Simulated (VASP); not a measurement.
BAs:

```
B As
1.0
     3.04365    0.00000    0.00000
    -1.52183    2.63588    0.00000
     0.00000    0.00000    4.96115
B As
2 2
Direct
  0.00000 0.00000 0.00000
  0.00000 0.00000 0.50000
  0.33333 0.66667 0.25000
  0.66667 0.33333 0.75000
```

| Item | Value |
| --- | --- |
| Program | VASP 6.6.1 |
| Task | relaxation of cell and atoms |
| Functional | PBE |
| Potentials or basis | VASP PAW PBE potentials, release 64 (B, As) |
| Cutoff | 600 eV |
| k mesh | 12 × 12 × 6 |
| Occupations | fermi-dirac, width 0.02 eV |
| Spin | no spin polarisation |

At the start: pressure 48.4 GPa; volume 9.95 Å³/atom.

Q: How do energy, volume and symmetry change on relaxing?

A: Over 9 steps the energy falls by 329.7 meV/atom and the volume is 12.59 Å³/atom (+26.5 %); space group P6_3/mmc (No. 194, to 0.05 Å).

The path:
```
step  energy change (eV)  largest force (eV/Å)  pressure (GPa)  volume (Å³)
   1              0.0000                0.0000           48.39        39.80
   2             -0.8159                0.0000          -14.65        59.73
   3             -1.3185                0.0000           -0.22        50.46
   4             -1.3184                0.0000            0.36        50.23
   5             -1.3185                0.0000            0.36        50.23
   6             -1.3186                0.0000            0.37        50.21
   7             -1.3188                0.0000            0.16        50.29
   8             -1.3188                0.0000           -0.07        50.39
   9             -1.3188                0.0000            0.00        50.36
```

Final structure:
```xyz
4
Lattice="3.2704 0.0000 0.0000 -1.6352 2.8323 0.0000 0.0000 0.0000 5.4366" Properties=species:S:1:pos:R:3 pbc="T T T"
B     0.0000    0.0000    0.0000
B     0.0000    0.0000    2.7183
As    0.0000    1.8882    1.3591
As    1.6352    0.9441    4.0774
```

Caveat: the volume moved by over 15 % at a fixed basis, so the end points are rough.
